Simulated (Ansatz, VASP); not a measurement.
One calculation of MgZn5S6, two programs

File INCAR:

```
ALGO = Normal
EDIFF = 1E-6
EDIFFG = -0.025
ENCUT = 600
GGA = PE
IBRION = 2
ISIF = 3
ISMEAR = 0
LASPH = True
LCHARG = False
LREAL = False
LWAVE = False
NELM = 100
NSW = 80
PREC = Accurate
SIGMA = 0.1
```

KPOINTS

```
k-points
0
Gamma
  2 3 3
```

The input POSCAR:

```
MgZn5S6
1.0
    0.0729398762      0.0826701994      6.4205428073
    6.8061576777     -0.0163593177      0.0772876288
   -3.4172464235      5.9305429203      0.0372182363
Mg Zn S
1 5 6
Direct
    0.4912332265      0.9708670474     -0.0149340264
    0.0166767000      0.3284418503      0.2960257463
    0.0032289635      0.0137604173      0.6809835047
    0.0432392856      0.7067094576      1.0050560587
    0.4945660080      0.6461269651      0.3526346806
    0.4903909552      0.3105550840      0.6832768738
    0.3708508565      0.3467796319      0.3673819583
    0.3633873549      0.9731975152      0.6135245144
    0.3424536451      0.6812237496      1.0010908254
    0.8928075342      0.6885971770      0.3193585142
    0.8998297344      0.3322751917      0.6282399959
    0.9013356762      0.0014659128      0.0673613541
```

Input for Ansatz:

```yaml
crystal:
  lattice:
    - [0.0729398762, 0.0826701994, 6.4205428073]
    - [6.8061576777, -0.0163593177, 0.0772876288]
    - [-3.4172464235, 5.9305429203, 0.0372182363]
  atoms:
    - { symbol: Mg, position: [0.4912332265, 0.9708670474, -0.0149340264] }
    - { symbol: Zn, position: [0.0166767, 0.3284418503, 0.2960257463] }
    - { symbol: Zn, position: [0.0032289635, 0.0137604173, 0.6809835047] }
    - { symbol: Zn, position: [0.0432392856, 0.7067094576, 1.0050560587] }
    - { symbol: Zn, position: [0.494566008, 0.6461269651, 0.3526346806] }
    - { symbol: Zn, position: [0.4903909552, 0.310555084, 0.6832768738] }
    - { symbol: S, position: [0.3708508565, 0.3467796319, 0.3673819583] }
    - { symbol: S, position: [0.3633873549, 0.9731975152, 0.6135245144] }
    - { symbol: S, position: [0.3424536451, 0.6812237496, 1.0010908254] }
    - { symbol: S, position: [0.8928075342, 0.688597177, 0.3193585142] }
    - { symbol: S, position: [0.8998297344, 0.3322751917, 0.6282399959] }
    - { symbol: S, position: [0.9013356762, 0.0014659128, 0.0673613541] }
basis:
  ecutwfc: 420
kpoints:
  mp_grid: { grid: [2, 3, 3] }
hamiltonian:
  xc: pbe
scf:
  occupations: { method: gaussian, width: 0.1 }
  lower_state_search: "off"
output:
  forces: true
  stress: true
  eigenvalues: true
relax:
  adjacent_minimum: "off"
  f_tol: 0.025
  max_steps: 60
  cell: { stress_tol: 0.25 }
```

Change from the starting cell: cell x1, atoms moved at random (sigma 0.15 Å) and cell strained at random (1.5 %), then relaxed without symmetry.

Alike in both runs: task relaxation of cell and atoms; functional PBE; k mesh 2 × 3 × 3; occupations gaussian, width 0.1 eV; no spin polarisation.

|  | VASP | Ansatz |
| --- | --- | --- |
| version | VASP 6.6.1 | Ansatz 0.2.0 |
| potentials or method | VASP PAW PBE potentials, release 64 (Mg, Zn, S), cutoff 600 eV | scalar-relativistic, plane waves, PAW |
| valence electrons in the cell | 98 | 106 |

Ansatz gave:

| Item | Value |
| --- | --- |
| gap on the k mesh at the Fermi level, each at its own relaxed structure (eV) | 2.25 |
| relaxed volume (Å³/atom) | 20.65 |
| relaxed length of the cell vector where the two differ most in proportion (Å) | 6.341 |

Task: Estimate VASP's values.

Result: gap on the k mesh at the Fermi level, each at its own relaxed structure (eV): 2.24; relaxed volume (Å³/atom): 20.69; relaxed length of the cell vector where the two differ most in proportion (Å): 6.346.

VASP's potentials hold 98 valence electrons a cell and Ansatz's 106, so a difference there can come from the potentials and not from the codes.

The k mesh is coarse, so the values compare programs but aren't converged.
